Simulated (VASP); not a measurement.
Wanted: the native input for a VASP 6.6.1 run.

* Task: relaxation of cell and atoms
* Functional: PBEsol
* Potentials or basis: VASP PAW PBE potentials, release 64 (Ti_sv, O)
* Cutoff: 600 eV
* k mesh: 6 × 6 × 9
* Occupations: fermi-dirac, width 0.05 eV
* Spin: no spin polarisation
* Target pressure: 2 GPa
* Dipole correction: no
* Further INCAR settings: ALGO = Normal; EDIFF = 1e-06; IBRION = 2; EDIFFG = -0.01; NSW = 60; ISIF = 3

The structure of TiO2 lies in POSCAR:

```
TiO2
1.0
    4.5998373239      0.0000000000      0.0000000000
    0.0000000000      4.5998373239      0.0000000000
    0.0000000000      0.0000000000      2.9592135600
Ti O
2 4
Direct
    0.0000000000      0.0000000000      0.5000000000
    0.5000000000      0.5000000000      0.0000000000
    0.3043213200      0.3043213200      0.5000000000
    0.1956786800      0.8043213200      0.0000000000
    0.8043213200      0.1956786800      0.0000000000
    0.6956786800      0.6956786800      0.5000000000
```

One way to write it, as run:

INCAR

```
PREC = Accurate
ENCUT = 600
EDIFF = 1E-6
ISMEAR = -1
SIGMA = 0.05
LREAL = F
LASPH = T
NELM = 60
ALGO = Normal
ISIF = 3
LWAVE = F
LCHARG = F
GGA = PS
IBRION = 2
NSW = 60
EDIFFG = -0.01
PSTRESS = 20.0
```

KPOINTS

```
regular mesh
0
Gamma
  6 6 9
```

Potentials or basis: VASP PAW PBE potentials, release 64 (Ti_sv, O).

Run with:

```sh
$ cat potpaw_PBE.64/Ti_sv/POTCAR potpaw_PBE.64/O/POTCAR > POTCAR
$ mpirun -np 1 vasp_std > vasp.out
```

It gave:

```
Relaxed volume                                         : 10.25 Å³/atom
Relaxed cell                                           : a = 4.576 Å, b = 4.576 Å, c = 2.937 Å, α = 90.00°, β = 90.00°, γ = 90.00°
Space group after relaxing (to 0.05 Å)                 : P4_2/mnm (No. 136)
Energy change on relaxing (the enthalpy is what falls) : -0.3 meV/atom
Ionic steps                                            : 5
Pressure after relaxing                                : 2.0 GPa
Largest force after relaxing                           : 0.009 eV/Å
Band gap on the k mesh                                 : 1.84 eV, direct
```

Caveat: the cell is relaxed towards a set pressure, so the enthalpy falls and the energy may rise; the PAW data sets were made with another functional, which shifts forces and pressure a little.

It took 7.1 min on 1 thread of Intel Xeon 8259CL, on a shared host, peak memory 0.25 GiB.
